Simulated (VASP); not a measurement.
Input of a VASP 6.6.1 run:

Contents of INCAR:

```
PREC     = Accurate       # precision mode
ENCUT    = 520            # plane-wave cutoff, eV
EDIFF    = 1E-6           # SCF threshold, eV
ISMEAR   = 0              # smearing method
SIGMA    = 0.15           # smearing width, eV
LREAL    = Auto         
LASPH    = True           # aspherical terms in the spheres
NELM     = 60             # most SCF steps
ALGO     = Normal         # electronic algorithm
ISIF     = 2              # what is computed and relaxed
LWAVE    = False          # write WAVECAR
LCHARG   = True           # write CHGCAR
GGA      = PS             # functional
LELF     = True           # ELF
LVHAR    = True         
NBANDS   = 93             # bands
```

File KPOINTS:

```
Automatic mesh
0
Gamma
  4 4 1
```

File POSCAR:

```
W9C8
1.0
    5.7996800000      0.0000000000      0.0000000000
   -2.8998400000      5.0226700000      0.0000000000
    0.0000000000      0.0000000000     15.2562950000
W C
9 8
Direct
    0.0000000000      0.0000000000      0.0655467137
   -0.0060603560      0.0043329544      0.2549858272
    0.0000000000      0.5000000000      0.0655467137
   -0.0069259443      0.4989105396      0.2412809925
    0.5000000000      0.0000000000      0.0655467137
    0.4962979442      0.0048358741      0.2557991308
    0.5000000000      0.5000000000      0.0655467137
    0.4902339310      0.4950359072      0.2489538253
    1.0527155610      0.6250225478      0.4069626341
    0.3292283328      0.1638897240      0.1541582671
    0.3182517801      0.1553428754      0.3310325344
    0.3330067238      0.6678676879      0.1511729421
    0.3129688510      0.6395739716      0.3321119577
    0.8297035704      0.1650884888      0.1521662370
    0.8439266693      0.2072640647      0.3382523083
    0.8283039286      0.6678246829      0.1510080265
    0.8093229665      0.6398777941      0.3314901816
```

Potentials or basis: VASP PAW PBE potentials, release 64 (W_sv, C).

The run is started by

```bash
$ cat potpaw_PBE.64/W_sv/POTCAR potpaw_PBE.64/C/POTCAR > POTCAR
$ mpirun -np 1 vasp_std > vasp.out
```

Q: What does it give for the band gap on the k mesh?

A: Zero (band 79 reaches 2.52 eV, above the bottom of band 80 at 2.08 eV).

Q: Estimate the largest force.

A: 1.266 eV/Å.

Forces on the atoms (eV/Å):
```
W   -0.212 -0.038  0.547
W    0.044  0.030  0.015
W   -0.144 -0.058 -1.257
W    0.047  0.039 -0.119
W   -0.136 -0.060  0.605
W    0.075  0.035 -0.016
W   -0.200 -0.117 -0.144
W    0.063  0.058 -0.007
W    0.085 -0.241  0.234
C    0.016 -0.040 -0.004
C    0.081  0.168  0.032
C    0.020 -0.004 -0.028
C    0.194  0.051 -0.066
C    0.024 -0.031  0.044
C    0.062  0.171  0.223
C    0.027 -0.002 -0.032
C   -0.047  0.039 -0.026
```

Caveat: the PAW data sets were made with another functional, which shifts forces and pressure a little; spin-orbit coupling is left out, which moves the levels of the heavy elements.
